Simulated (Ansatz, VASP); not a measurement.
Ba in VASP and in Ansatz

```
Ba
1.0
     0.00000    5.28332    5.28332
     5.28332    0.00000    5.28332
     5.28332    5.28332    0.00000
Ba
2
Direct
  0.12500 0.12500 0.12500
  0.87500 0.87500 0.87500
```

Alike in both runs: task single point; functional RPBE; k mesh 6 × 6 × 6; occupations fermi-dirac, width 0.1 eV; no spin polarisation.

|  | VASP | Ansatz |
| --- | --- | --- |
| version | VASP 6.6.1 | Ansatz 0.2.0 |
| potentials or method | VASP PAW PBE potentials, release 64 (Ba_sv), cutoff 520 eV | plane waves (420 eV) with PAW, scalar-relativistic |
| valence electrons in the cell | 20 | 20 |

```tsv
	VASP	Ansatz	Ansatz less VASP
pressure (GPa)	0.0	0.0	-0.01
```

VASP's potentials were made for PBE, not for RPBE. With one functional, cell and mesh, what is left measures potentials, basis and numerics.

Spin-orbit coupling is off throughout.
